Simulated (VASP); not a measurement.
CdS (Hawleyite), 2 atoms in the cell. The structure is cubic, space group F-43m (No. 216). The conventional cell has a = 5.910 Å, b = 5.910 Å, c = 5.910 Å, α = 90.00°, β = 90.00°, γ = 90.00°. Cd (site symmetry -43m) has 4 S at 2.56 Å within 3.4 Å. Within 3.4 Å of S (site symmetry -43m) lie 4 Cd at 2.56 Å. 

* Program: VASP 6.6.1
* Task: single point
* Functional: PBEsol
* Potentials or basis: VASP PAW PBE potentials, release 64 (Cd, S)
* Cutoff: 520 eV
* k mesh: 7 × 7 × 7
* Occupations: gaussian, width 0.01 eV
* Spin: no spin polarisation
* Dipole correction: no
* Further INCAR settings: ALGO = Normal; EDIFF = 1e-07; NBANDS = 16

Potentials or basis: VASP PAW PBE potentials, release 64 (Cd, S).

Launch:

```console
$ cat potpaw_PBE.64/Cd/POTCAR potpaw_PBE.64/S/POTCAR > POTCAR
$ mpirun -np 1 vasp_std > vasp.out
```

Hardware: 1 thread of Intel Xeon 8259CL, with other jobs on the host.

How long does it take, and how much memory?

It took 24 s on 1 thread of Intel Xeon 8259CL, with other jobs on the host, peak memory 0.18 GiB. Counts: scf iterations 14, k points 20.
